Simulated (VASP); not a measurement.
# Hf (Pm-3m) in VASP: further runs

Hf is run at these levels: PBE; tasks: single point, relaxation of cell and atoms.

All numbers are computed with VASP 6.6.1; they aren't measurements. Logs are shortened: lines on timing, memory, paths and dates and some standing lists are left out, and cuts for length are marked.

### Step 1. The cell of the first run

Symmetry: Pm-3m, No. 221, cubic system. Conventional cell: a = 2.917 Å, b = 2.917 Å, c = 2.917 Å, α = 90.00°, β = 90.00°, γ = 90.00°. Hf (site symmetry m-3m) has 6 Hf at 2.92 Å within 3.8 Å.

This isn't the form of Hf at room conditions, which is hcp.

### Step 2. Single point, PBE

Contents of INCAR:

```
ALGO = Normal ; EDIFF = 1E-7
ENCUT = 520 ; GGA = PE
ISIF = 2 ; ISMEAR = -1
LASPH = T ; LCHARG = F
LREAL = F ; LWAVE = F
NBANDS = 11 ; NELM = 80
PREC = Accurate ; SIGMA = 0.1
```

Contents of KPOINTS:

```
k-points
0
Gamma
  11 11 11
```

Contents of POSCAR:

```
Hf
1.0
    2.9173859246      0.0000000000      0.0000000000
    0.0000000000      2.9173859246      0.0000000000
    0.0000000000      0.0000000000      2.9173859246
Hf
1
Direct
    0.0000000000      0.0000000000      0.0000000000
```

Potentials or basis: VASP PAW PBE potentials, release 64 (Hf_pv).

Run with:

```console
cat potpaw_PBE.64/Hf_pv/POTCAR > POTCAR
mpirun -np 1 vasp_std > vasp.out
```

OUTCAR:

```text
EDIFF = 1E-7
   ENCUT = 520
   GGA = PE
   ISIF = 2
   ISMEAR = -1
   LASPH = T
   LREAL = F
   NELM = 80
   PREC = Accurate

 ion  position               nearest neighbor table
   1  0.000  0.000  0.000-

  LATTYP: Found a simple cubic cell.
 ALAT       =     2.9173859246

  Lattice vectors:

 A1 = (   2.9173859246,   0.0000000000,   0.0000000000)
 A2 = (   0.0000000000,   2.9173859246,   0.0000000000)
 A3 = (   0.0000000000,   0.0000000000,   2.9173859246)

Analysis of symmetry for initial positions (statically):
=====================================================================
 Subroutine PRICEL returns:
 Original cell was already a primitive cell.

 Routine SETGRP: Setting up the symmetry group for a
 simple cubic supercell.

 Subroutine GETGRP returns: Found 48 space group operations
 (whereof 48 operations were pure point group operations)
 out of a pool of 48 trial point group operations.

The static configuration has the point symmetry O_h .

Analysis of symmetry for dynamics (positions and initial velocities):
=====================================================================
 Subroutine PRICEL returns:
 Original cell was already a primitive cell.

 Routine SETGRP: Setting up the symmetry group for a
 simple cubic supercell.

 Subroutine GETGRP returns: Found 48 space group operations
 (whereof 48 operations were pure point group operations)
 out of a pool of 48 trial point group operations.

The dynamic configuration has the point symmetry O_h .

 Subroutine INISYM returns: Found 48 space group operations
 (whereof 48 operations are pure point group operations),
 and found     1 'primitive' translations

----------------------------------------------------------------------------------------

                                     Primitive cell

  volume of cell :      24.8303

  direct lattice vectors                    reciprocal lattice vectors
     2.917385925  0.000000000  0.000000000     0.342772614  0.000000000  0.000000000
     0.000000000  2.917385925  0.000000000     0.000000000  0.342772614  0.000000000
     0.000000000  0.000000000  2.917385925     0.000000000  0.000000000  0.342772614

  length of vectors
     2.917385925  2.917385925  2.917385925     0.342772614  0.342772614  0.342772614
[... 76 lines left out ...]
   LASPH  =      T    aspherical Exc in radial PAW
   ENCUT  =  520.0 eV  38.22 Ry    6.18 a.u.   5.42  5.42  5.42*2*pi/ulx,y,z
   NELM   =     80;   NELMIN=  2; NELMDL= -5     # of ELM steps
   EDIFF  = 0.1E-06   stopping-criterion for ELM
   LREAL  =      F    real-space projection
   EDIFFG = 0.1E-05   stopping-criterion for IOM
   NSW    =      0    number of steps for IOM
   IBRION =     -1    ionic relax: 0-MD 1-quasi-New 2-CG
   NFREE  =      0    steps in history (QN), initial steepest desc. (CG)
   ISIF   =      2    stress and relaxation
   ISYM   =      2    0-nonsym 1-usesym 2-fastsym
   POTIM  = 0.5000    time-step for ionic-motion
   TEBEG  =    0.0;   TEEND  =   0.0 temperature during run
   PSTRESS=    0.0 pullay stress
   NELECT =      10.0000    total number of electrons
   NUPDOWN=      -1.0000    fix difference up-down
   EMIN   =  10.00;   EMAX   =-10.00  energy-range for DOS
   EFERMI =   0.00;   METHOD = LEGACY
   ISMEAR =    -1;   SIGMA  =   0.10  broadening in eV -4-tet -1-fermi 0-gaus
   EFERMI_NEDOS =   21; number of points for ismear=-14 and -15
   IALGO  =     38    algorithm
   IMIX   =      4    mixing-type and parameters
     AMIX     =   0.40;   BMIX     =  1.00
     AMIX_MAG =   1.60;   BMIX_MAG =  1.00
  volume/ion in A,a.u.               =      24.83       167.56
  Fermi-wavevector in a.u.,A,eV,Ry     =   1.208967  2.284615 19.886277  1.461600
  Thomas-Fermi vector in A             =   2.344558
   LORBIT       =      0    0 simple, 1 ext, 2 COOP (PROOUT), +10 PAW based schemes
   GGA     = PE    functional components
[... 5 lines left out ...]
 non-spin polarized calculation
  energy-cutoff  :      520.00
  volume of cell :       24.83
 maximum number of plane-waves:       691
 NGX is ok and might be reduce to    24
   NGX = 11   NGY = 11   NGZ = 11

 number of electron      10.0000004 magnetization

 Free energy of the ion-electron system (eV)
  ---------------------------------------------------
  ext. energy  EPLUGINS =         0.00000000
  ---------------------------------------------------
  free energy    TOTEN  =        -8.86831221 eV

  energy without entropy =       -8.80870829  energy(sigma->0) =       -8.83851025

 E-fermi :   3.7873     XC(G=0): -10.7215

 val. band max:        3.7869472461   @ k =   0.3636   0.3636   0.1818
 cond. band min:       3.7963301126   @ k =   0.2727   0.0909   0.0000
 fundamental gap:      0.0093828665
 Fermi energy:         3.7873011376

 k-point     1 :       0.0000    0.0000    0.0000
  band No.  band energies     occupation
      1     -26.1976      2.00000
      2     -26.1976      2.00000
      3     -26.1976      2.00000
      4      -2.6807      2.00000
      5       2.3869      2.00000
      6       2.3869      2.00000
      7      10.2321      0.00000
      8      10.2321      0.00000
      9      10.2321      0.00000
     10      16.5998      0.00000
     11      16.5998      0.00000
[... 309 lines left out ...]
 k-point    24 :       0.2727    0.0909    0.0909
  band No.  band energies     occupation
      1     -26.7170      2.00000
      2     -26.2233      2.00000
      3     -26.2158      2.00000
      4      -0.6257      2.00000
      5       3.2020      1.99427
      6       3.8581      0.66001
      7       7.5340      0.00000
      8       7.5843      0.00000
      9       9.6768      0.00000
     10      13.4663      0.00000
     11      16.8720      0.00000

 [... further k-points ...]

------------------------ aborting loop because EDIFF is reached ----------------------------------------

  FORCE on cell =-STRESS in cart. coord.  units (eV):
  Direction    XX          YY          ZZ          XY          YZ          ZX
  --------------------------------------------------------------------------------------
  -------------------------------------------------------------------------------------
  Total       -0.0440504     -0.0440504     -0.0440504     -0.0000000      0.0000000      0.0000000
  in kB       -2.8423559     -2.8423559     -2.8423559     -0.0000000      0.0000000      0.0000000
  external PRESSURE =      -2.8423559 kB  Pullay stress =       0.0000000 kB

 VOLUME and BASIS-vectors are now :
 -----------------------------------------------------------------------------
  energy-cutoff  :      520.00
  volume of cell :       24.83
      direct lattice vectors                 reciprocal lattice vectors
     2.917385925  0.000000000  0.000000000     0.342772614  0.000000000  0.000000000
     0.000000000  2.917385925  0.000000000     0.000000000  0.342772614  0.000000000
     0.000000000  0.000000000  2.917385925     0.000000000  0.000000000  0.342772614

 POSITION                                       TOTAL-FORCE (eV/Angst)
 -----------------------------------------------------------------------------------
      0.00000      0.00000      0.00000         0.000000      0.000000      0.000000
 -----------------------------------------------------------------------------------
    total drift:                                0.000000     -0.000000      0.000000

  FREE ENERGIE OF THE ION-ELECTRON SYSTEM (eV)
  ---------------------------------------------------
  free  energy   TOTEN  =        -8.8683122122 eV

  energy  without entropy=       -8.8087082889  energy(sigma->0) =       -8.83851025
```

stdout:

```text
POSCAR found type information on POSCAR Hf
 POSCAR found :  1 types and       1 ions
 scaLAPACK will be used
 LDA part: xc-table for (Slater+PW92), standard interpolation
 POSCAR, INCAR and KPOINTS ok, starting setup
 FFT: planning ... GRIDC
 FFT: planning ... GRID_SOFT
 FFT: planning ... GRID
 WAVECAR not read
 entering main loop
```

Run time: 7.6 s. Hardware: 1 thread of Intel Xeon 8259CL, shared host; peak memory 0.15 GiB.

Results:

```
Free energy            : -8.8683 eV
Pressure               : -0.3 GPa
Band gap on the k mesh : zero (bands 5 and 6 overlap by 2.28 eV)
```

Caveat: spin-orbit coupling is left out, which moves the levels of the heavy elements.

### Step 3. Relaxation of cell and atoms, PBE

This run uses another cell than the first one, of 24.17 Å³/atom.

Contents of INCAR:

```
SYSTEM = Hf
PREC = Accurate
ENCUT = 600
EDIFF = 1E-6
ISMEAR = -1
SIGMA = 0.1
LREAL = .FALSE.
LASPH = .TRUE.
NELM = 100
ALGO = Normal
ISIF = 3
LWAVE = .FALSE.
LCHARG = .FALSE.
GGA = PE
IBRION = 2
NSW = 80
EDIFFG = -0.01
```

Contents of KPOINTS:

```
regular mesh
0
G
  11 11 11
  0 0 0
```

Contents of POSCAR:

```
Hf
1.0
    2.8913220498      0.0000000000      0.0000000000
    0.0000000000      2.8913220498      0.0000000000
    0.0000000000      0.0000000000      2.8913220498
Hf
1
Direct
    0.0000000000      0.0000000000      0.0000000000
```

Potentials or basis: VASP PAW PBE potentials, release 64 (Hf_pv).

Run with:

```console
cat potpaw_PBE.64/Hf_pv/POTCAR > POTCAR
mpirun -np 1 vasp_std > vasp.out
```

Run time: 15 s. Hardware: 1 thread of Intel Xeon 8259CL, shared host; peak memory 0.15 GiB.

The run converged. Its results:

* Free energy: -8.8684 eV
* Relaxed volume: 24.73 Å³/atom
* Relaxed cell: a = 2.914 Å, b = 2.914 Å, c = 2.914 Å, α = 90.00°, β = 90.00°, γ = 90.00°
* Space group after relaxing (to 0.1 Å): Pm-3m (No. 221)
* Energy gained by relaxing: 3.0 meV/atom
* Ionic steps: 3
* Pressure after relaxing: 0.0 GPa
* Band gap on the k mesh: zero (bands 5 and 6 overlap by 2.29 eV)

The path:
```csv
step,energy change (eV),largest force (eV/Å),pressure (GPa),volume (Å³)
1,0.0000,0.0000,1.74,24.17
2,-0.0018,0.0000,-1.05,25.10
3,-0.0030,0.0000,0.00,24.73
```

Final structure:
```yaml
crystal:
  lattice:
    - [2.91356, 0.00000, 0.00000]
    - [0.00000, 2.91356, 0.00000]
    - [0.00000, 0.00000, 2.91356]
  atoms:
    - { symbol: Hf, position: [0.00000, 0.00000, 0.00000] }
```

Levels at points of the mesh, in eV from the Fermi level:
```tsv
k point	band 1	band 2	band 3	band 4	band 5	band 6	band 7	band 8	band 9
(0.00, 0.00, 0.00)	-29.97	-29.97	-29.97	-6.48	-1.41	-1.41	6.47	6.47	6.47
```

Caveat: spin-orbit coupling is left out, which moves the levels of the heavy elements.

### Step 4. Single point, PBE (21.85 Å³/atom)

This run uses another cell than the first one, of 21.85 Å³/atom.

Contents of INCAR:

```
SYSTEM = Hf
PREC = Accurate
ENCUT = 520
EDIFF = 1E-7
ISMEAR = -1
SIGMA = 0.1
LREAL = .FALSE.
LASPH = .TRUE.
NELM = 100
ALGO = Normal
ISIF = 2
LWAVE = .FALSE.
LCHARG = .FALSE.
GGA = PE
NBANDS = 11
```

Contents of KPOINTS:

```
Automatic mesh
0
G
  18 18 18
  0 0 0
```

Contents of POSCAR:

```
Hf
1.0
    2.7956841700      0.0000000000      0.0000000000
    0.0000000000      2.7956841700      0.0000000000
    0.0000000000      0.0000000000      2.7956841700
Hf
1
Direct
    0.0000000000      0.0000000000      0.0000000000
```

Run with:

```console
cat potpaw_PBE.64/Hf_pv/POTCAR > POTCAR
mpirun -np 1 vasp_std > vasp.out
```

Run time: 24 s. Hardware: 1 thread of Intel Xeon 8259CL, shared host; peak memory 0.18 GiB.

Results (log left out):

| Quantity | Value |
| --- | --- |
| Free energy | -8.7782 eV |
| Pressure | 11.2 GPa |
| Band gap on the k mesh | zero (bands 5 and 6 overlap by 2.77 eV) |

Levels at points of the mesh, in eV from the Fermi level:
| k point | band 1 | band 2 | band 3 | band 4 | band 5 | band 6 | band 7 | band 8 | band 9 | band 10 |
| --- | --- | --- | --- | --- | --- | --- | --- | --- | --- | --- |
| (0.00, 0.00, 0.00) | -29.56 | -29.56 | -29.56 | -6.83 | -1.72 | -1.72 | 7.39 | 7.39 | 7.39 | 13.47 |
| (0.50, 0.00, 0.00) | -30.90 | -29.44 | -29.44 | -3.20 | -0.67 | 0.13 | 3.34 | 3.34 | 7.84 | 11.09 |
| (0.50, 0.50, 0.00) | -30.71 | -30.71 | -29.32 | -3.44 | -0.56 | 4.22 | 4.22 | 5.21 | 5.21 | 10.03 |
| (0.50, 0.50, 0.50) | -30.53 | -30.53 | -30.53 | -1.65 | -1.65 | -1.65 | 6.92 | 10.34 | 10.34 | 11.64 |

Caveat: the cell stands under pressure; spin-orbit coupling is left out, which moves the levels of the heavy elements.

### Step 5. The runs side by side

| task | cell | k mesh | cutoff (eV) | gap on the mesh (eV) | pressure (GPa) |
| --- | --- | --- | --- | --- | --- |
| single point | a = 2.917 Å, 1 atom | 11 × 11 × 11 | 520 | none | -0.3 |
| relaxation of cell and atoms | relaxed from a = 2.891 Å, 1 atom | 11 × 11 × 11 | 600 | none | 0.0 |
| single point | a = 2.796 Å, 1 atom | 18 × 18 × 18 | 520 | none | 11.2 |

Alike in all rows: level PBE; potentials or basis VASP PAW PBE potentials, release 64 (Hf_pv); no spin polarisation; smearing fermi-dirac 0.1 eV.

Caveats: spin-orbit coupling is left out, which moves the levels of the heavy elements; the cell stands under pressure (at least some runs).

Absolute energies hang on the potentials; compare differences alone.
